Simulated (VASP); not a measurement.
# SiO2 in VASP: further runs

The runs below take SiO2 through single point, with PBE+D3(BJ).

Everything below comes from runs of VASP 6.6.1. Logs are shortened: lines on timing, memory, paths and dates and some standing lists are left out, and cuts for length are marked.

## (1) The cell of the first run

Symmetry: R-3m, No. 166, trigonal system. The conventional cell has a = 2.654 Å, b = 2.654 Å, c = 24.823 Å, α = 90.00°, β = 90.00°, γ = 120.00°. Within 2.4 Å of Si (site symmetry 3m) lie 6 O at 1.78 Å. O (site symmetry 3m) has 3 Si at 1.78 Å and 3 O at 2.38 Å within 2.4 Å. Within 2.4 Å of O (site symmetry 3m) lie 3 Si at 1.78 Å and 3 O at 2.38 Å.

## (2) Single point, PBE+D3(BJ) (8.42 Å³/atom)

INCAR reads:

```
SYSTEM = SiO2
PREC     = Accurate       ! precision mode
ENCUT    = 600            ! plane-wave cutoff, eV
EDIFF    = 1E-6           ! SCF threshold, eV
ISMEAR   = 0              ! smearing method
SIGMA    = 0.02           ! smearing width, eV
LREAL    = .False.        ! projectors in reciprocal space
LASPH    = .True.         ! aspherical terms in the spheres
NELM     = 120            ! most SCF steps
ALGO     = Normal         ! electronic algorithm
ISIF     = 2              ! what is computed and relaxed
LWAVE    = .False.        ! write WAVECAR
LCHARG   = .False.        ! write CHGCAR
GGA      = PE             ! functional
IVDW     = 12             ! dispersion correction
NBANDS   = 25             ! bands
GGA_COMPAT= .False.
```

KPOINTS reads:

```
Automatic mesh
0
Gamma
  10 10 4
  0 0 0
```

POSCAR reads:

```
SiO2
1.0
    2.6540819832     -0.0005116489     -0.0445876803
   -1.3264264105      2.2990591943      0.0323664606
   -1.1882502855     -0.8022911447      8.2921724216
Si O
2 4
Direct
    0.8332198291      0.4166099145      0.2498325354
    0.1667801709      0.5833900855      0.7501674646
    0.4264855569      0.7132427785      0.1397301788
    0.2400486496      0.1200243248      0.3600756724
    0.5735144431      0.2867572215      0.8602698212
    0.7599513504      0.8799756752      0.6399243276
```

Potentials or basis: VASP PAW PBE potentials, release 64 (Si, O).

Started as:

```console
$ cat potpaw_PBE.64/Si/POTCAR potpaw_PBE.64/O/POTCAR > POTCAR
$ mpirun -np 1 vasp_std > vasp.out
```

OUTCAR:

```text
SYSTEM = SiO2
   PREC = Accurate
   ENCUT = 600
   EDIFF = 1E-6
   ISMEAR = 0
   LREAL = .False.
   LASPH = .True.
   NELM = 120
   ISIF = 2
   GGA = PE
   IVDW = 12
 IVDW          = 12

 ion  position               nearest neighbor table
   1  0.833  0.417  0.250-   3 1.78   3 1.78   3 1.78   4 1.78   4 1.78   4 1.78
   2  0.167  0.583  0.750-   5 1.78   5 1.78   5 1.78   6 1.78   6 1.78   6 1.78
   3  0.426  0.713  0.140-   1 1.78   1 1.78   1 1.78
   4  0.240  0.120  0.360-   1 1.78   1 1.78   1 1.78
   5  0.574  0.287  0.860-   2 1.78   2 1.78   2 1.78
   6  0.760  0.880  0.640-   2 1.78   2 1.78   2 1.78

  LATTYP: Found a trigonal (rhomboedric) cell.
 ALAT       =     8.4152084520
 COS(alpha) =     0.9502502099

  Lattice vectors:

 A1 = (  -1.1882502855,  -0.8022911447,   8.2921724216)
 A2 = (   1.4658316977,  -0.8028027936,   8.2475847413)
 A3 = (   0.1394052872,   1.4962564007,   8.2799512019)

Analysis of symmetry for initial positions (statically):
=====================================================================
 Subroutine PRICEL returns:
 Original cell was already a primitive cell.

 Routine SETGRP: Setting up the symmetry group for a
 trigonal (rhombohedral) supercell.

 Subroutine GETGRP returns: Found 12 space group operations
 (whereof 12 operations were pure point group operations)
 out of a pool of 12 trial point group operations.

The static configuration has the point symmetry D_3d.

Analysis of symmetry for dynamics (positions and initial velocities):
=====================================================================
 Subroutine PRICEL returns:
 Original cell was already a primitive cell.

 Routine SETGRP: Setting up the symmetry group for a
 trigonal (rhombohedral) supercell.

 Subroutine GETGRP returns: Found 12 space group operations
 (whereof 12 operations were pure point group operations)
 out of a pool of 12 trial point group operations.

The dynamic configuration has the point symmetry D_3d.

 Subroutine INISYM returns: Found 12 space group operations
 (whereof 12 operations are pure point group operations),
 and found     1 'primitive' translations

----------------------------------------------------------------------------------------

                                     Primitive cell

  volume of cell :      50.4920

  direct lattice vectors                    reciprocal lattice vectors
     2.654081983 -0.000511649 -0.044587680     0.378082975  0.217073967  0.075180989
    -1.326426411  2.299059194  0.032366461     0.000792502  0.434823884  0.042184005
    -1.188250285 -0.802291145  8.292172422     0.002029889 -0.000530004  0.120835259

  length of vectors
     2.654456535  2.654454330  8.415208452     0.442402559  0.436866030  0.120853469

  position of ions in fractional coordinates (direct lattice)
     0.833219829  0.416609915  0.249832535
     0.166780171  0.583390085  0.750167465
     0.426485557  0.713242779  0.139730179
     0.240048650  0.120024325  0.360075672
     0.573514443  0.286757221  0.860269821
     0.759951350  0.879975675  0.639924328

  ion indices of the primitive-cell ions
   primitive index   ion index
                 1           1
                 2           2
                 3           3
                 4           4
                 5           5
                 6           6

----------------------------------------------------------------------------------------

 KPOINTS: Automatic mesh

Automatic generation of k-mesh.
 Grid dimensions read from file:
 generate k-points for:   10   10    4

 Generating k-lattice:

  Cartesian coordinates                     Fractional coordinates (reciprocal lattice)
     0.037808297  0.021707397  0.007518099     0.100000000  0.000000000 -0.000000000
     0.000079250  0.043482388  0.004218400     0.000000000  0.100000000 -0.000000000
     0.000507472 -0.000132501  0.030208815     0.000000000 -0.000000000  0.250000000

  Length of vectors
     0.044240256  0.043686603  0.030213367

  Shift w.r.t. Gamma in fractional coordinates (k-lattice)
     0.000000000  0.000000000  0.000000000

 -----------------------------------------------------------------------------
|                                                                             |
|           W    W    AA    RRRRR   N    N  II  N    N   GGGG   !!!           |
|           W    W   A  A   R    R  NN   N  II  NN   N  G    G  !!!           |
|           W    W  A    A  R    R  N N  N  II  N N  N  G       !!!           |
|           W WW W  AAAAAA  RRRRR   N  N N  II  N  N N  G  GGG   !            |
|           WW  WW  A    A  R   R   N   NN  II  N   NN  G    G                |
|           W    W  A    A  R    R  N    N  II  N    N   GGGG   !!!           |
|                                                                             |
|     Your reciprocal lattice and k-lattice belong to different lattice       |
|     classes:                                                                |
|                                                                             |
|        The reciprocal lattice is rhombohedral (trigonal),                   |
|        whereas your k-lattice is base-centered monoclinic.                  |
|                                                                             |
|     Results are often still useful ...                                      |
|                                                                             |
 -----------------------------------------------------------------------------

 WARNING: IBZKPT: internal override: KBLOWUP is changed to .FALSE.
      ... skipping the blow-up phase ...

 Subroutine IBZKPT returns following result:
 ===========================================

 Found    106 irreducible k-points:

 Following reciprocal coordinates:
            Coordinates               Weight
  0.000000  0.000000  0.000000      1.000000
  0.100000  0.000000  0.000000      2.000000
  0.200000  0.000000  0.000000      2.000000
  0.300000 -0.000000  0.000000      2.000000
  0.400000 -0.000000  0.000000      2.000000
  0.500000 -0.000000  0.000000      3.000000
[... 16 lines left out ...]
  0.000000  0.400000  0.000000      4.000000
  0.100000  0.400000  0.000000      8.000000
 [... further k-points ...]
   k-points           NKPTS =    106   k-points in BZ     NKDIM =    106   number of bands    NBANDS=     25
   number of dos      NEDOS =    301   number of ions     NIONS =      6
   total plane-waves  NPLWV =  40320
   dimension x,y,z NGX =    24 NGY =   24 NGZ =   70
   dimension x,y,z NGXF=    48 NGYF=   48 NGZF=  140
   ions per type =               2   4
   NGX,Y,Z   is equivalent  to a cutoff of  15.03, 15.03, 13.83 a.u.
   NGXF,Y,Z  is equivalent  to a cutoff of  30.06, 30.06, 27.66 a.u.
 SYSTEM =  SiO2
   PREC   = accura    normal or accurate (medium, high low for compatibility)
   ISTART =      0    job   : 0-new  1-cont  2-samecut
   ICHARG =      2    charge: 1-file 2-atom 10-const
   ISPIN  =      1    spin polarized calculation?
   LNONCOLLINEAR =      F non collinear calculations
   LSORBIT =      F    spin-orbit coupling
   LASPH  =      T    aspherical Exc in radial PAW
   ENCUT  =  600.0 eV  44.10 Ry    6.64 a.u.   5.30  5.30 16.81*2*pi/ulx,y,z
   NELM   =    120;   NELMIN=  2; NELMDL= -5     # of ELM steps
   EDIFF  = 0.1E-05   stopping-criterion for ELM
   LREAL  =      F    real-space projection
   EDIFFG = 0.1E-04   stopping-criterion for IOM
   NSW    =      0    number of steps for IOM
   IBRION =     -1    ionic relax: 0-MD 1-quasi-New 2-CG
   NFREE  =      0    steps in history (QN), initial steepest desc. (CG)
   ISIF   =      2    stress and relaxation
   ISYM   =      2    0-nonsym 1-usesym 2-fastsym
   POTIM  = 0.5000    time-step for ionic-motion
   TEBEG  =    0.0;   TEEND  =   0.0 temperature during run
   PSTRESS=    0.0 pullay stress
   NELECT =      32.0000    total number of electrons
   NUPDOWN=      -1.0000    fix difference up-down
   EMIN   =  10.00;   EMAX   =-10.00  energy-range for DOS
   EFERMI =   0.00;   METHOD = LEGACY
   ISMEAR =     0;   SIGMA  =   0.02  broadening in eV -4-tet -1-fermi 0-gaus
   EFERMI_NEDOS =   21; number of points for ismear=-14 and -15
   IALGO  =     38    algorithm
   IMIX   =      4    mixing-type and parameters
     AMIX     =   0.40;   BMIX     =  1.00
     AMIX_MAG =   1.60;   BMIX_MAG =  1.00
  volume/ion in A,a.u.               =       8.42        56.79
  Fermi-wavevector in a.u.,A,eV,Ry     =   1.406212  2.657354 26.904580  1.977431
  Thomas-Fermi vector in A             =   2.528595
   LORBIT       =      0    0 simple, 1 ext, 2 COOP (PROOUT), +10 PAW based schemes
   GGA     = PE    functional components
   LHFCALC =     F    Hartree Fock is set to
   AEXX    =    0.0000 exact exchange contribution
   IVDW    =    12    specifies the selected vdW correction
   LEPSILON=     F    determine dielectric tensor
   LRPA    =     F    only Hartree local field effects (RPA)
 non-spin polarized calculation
 Gauss-broadening in eV      SIGMA  =   0.02
  energy-cutoff  :      600.00
  volume of cell :       50.49
 maximum number of plane-waves:      1705
 NGX is ok and might be reduce to    24
   NGX = 11   NGY = 11   NGZ = 33

 number of electron      31.9999992 magnetization

 Free energy of the ion-electron system (eV)
  ---------------------------------------------------
  ext. energy  EPLUGINS =         0.00000000
  ---------------------------------------------------
  free energy    TOTEN  =       -45.10367299 eV

  energy without entropy =      -45.10367299  energy(sigma->0) =      -45.10367299

 E-fermi :   6.3653     XC(G=0): -11.6336

 val. band max:        6.2009757408   @ k =  -0.0000   0.1000   0.0000
 cond. band min:      12.5378958223   @ k =   0.0000   0.0000   0.0000
 fundamental gap:      6.3369200815
 Fermi energy:         6.3652753030

 k-point     1 :       0.0000    0.0000    0.0000
  band No.  band energies     occupation
      1     -16.0466      2.00000
      2     -15.8330      2.00000
      3     -12.2773      2.00000
      4     -11.7766      2.00000
      5      -0.1391      2.00000
      6       1.8743      2.00000
[... 17 lines left out ...]
     24      19.4334      0.00000
     25      21.4691      0.00000

 k-point     2 :       0.1000    0.0000    0.0000
  band No.  band energies     occupation
      1     -15.8613      2.00000
      2     -15.6551      2.00000
      3     -12.1848      2.00000
      4     -11.7163      2.00000
      5       0.0196      2.00000
      6       1.7444      2.00000
[... 17 lines left out ...]
     24      19.8276      0.00000
     25      20.4522      0.00000

 k-point     3 :       0.2000    0.0000    0.0000
  band No.  band energies     occupation
      1     -15.3252      2.00000
      2     -15.1409      2.00000
      3     -11.9517      2.00000
      4     -11.5735      2.00000
      5       0.3697      2.00000
      6       0.4650      2.00000
[... 552 lines left out ...]
 k-point    23 :       0.0000    0.4000    0.0000
  band No.  band energies     occupation
      1     -13.5812      2.00000
      2     -13.4644      2.00000
      3     -11.7150      2.00000
      4     -11.5916      2.00000
      5      -2.4406      2.00000
      6      -2.1166      2.00000
[... 17 lines left out ...]
     24      21.0197      0.00000
     25      21.4137      0.00000

 k-point    24 :       0.1000    0.4000    0.0000
  band No.  band energies     occupation
      1     -13.0842      2.00000
      2     -13.0278      2.00000
      3     -11.7925      2.00000
      4     -11.7447      2.00000
      5      -2.6558      2.00000
      6      -2.3697      2.00000
[... 17 lines left out ...]
     24      21.1200      0.00000
     25      21.2143      0.00000

 [... further k-points ...]

------------------------ aborting loop because EDIFF is reached ----------------------------------------

 Edisp (eV)   -1.29688

 E8    (eV) :    -0.4384

  FORCE on cell =-STRESS in cart. coord.  units (eV):
  Direction    XX          YY          ZZ          XY          YZ          ZX
  --------------------------------------------------------------------------------------
  -------------------------------------------------------------------------------------
  Total       3.59343     3.59352     3.23219     0.00003     0.00159    -0.00606
  in kB     114.02427   114.02715   102.56176     0.00096     0.05040    -0.19242
  external pressure =      110.20 kB  Pullay stress =        0.00 kB

 VOLUME and BASIS-vectors are now :
 -----------------------------------------------------------------------------
  energy-cutoff  :      600.00
  volume of cell :       50.49
      direct lattice vectors                 reciprocal lattice vectors
     2.654081983 -0.000511649 -0.044587680     0.378082975  0.217073967  0.075180989
    -1.326426411  2.299059194  0.032366461     0.000792502  0.434823884  0.042184005
    -1.188250285 -0.802291145  8.292172422     0.002029889 -0.000530004  0.120835259

 POSITION                                       TOTAL-FORCE (eV/Angst)
 -----------------------------------------------------------------------------------
      1.36197      0.75695      2.04799        -0.000004      0.000001     -0.000222
     -1.22256      0.73931      6.23196         0.000004     -0.000001      0.000222
      0.01983      1.52746      1.16274        -0.000206      0.000054     -0.012264
      0.05005     -0.01307      2.97899         0.000206     -0.000054      0.012268
      0.11958     -0.03121      7.11722         0.000206     -0.000054      0.012264
      0.08936      1.50932      5.30096        -0.000206      0.000054     -0.012268
 -----------------------------------------------------------------------------------
    total drift:                                0.000000      0.000000      0.000000

  FREE ENERGIE OF THE ION-ELECTRON SYSTEM (eV)
  ---------------------------------------------------
  free  energy   TOTEN  =       -46.4005528958 eV

  energy  without entropy=      -46.4005528958  energy(sigma->0) =      -46.40055290
```

It took 5.3 min on 1 thread of Oxide Virtual Turin-like, shared host; peak memory 0.24 GiB.

What came out:

| Property | Result |
| --- | --- |
| Free energy | -46.4006 eV |
| Pressure | 11.0 GPa |
| Largest force | 0.012 eV/Å |
| Band gap on the k mesh | 6.34 eV (least direct gap 6.42 eV) |
| Dispersion energy per atom | -0.216 eV |

Forces on the atoms (eV/Å):
```
Si   0.000  0.000  0.000
Si   0.000  0.000  0.000
O    0.000  0.000 -0.012
O    0.000  0.000  0.012
O    0.000  0.000  0.012
O    0.000  0.000 -0.012
```

Caveat: the cell stands under pressure.

(Part 1 of 3 ends here.)
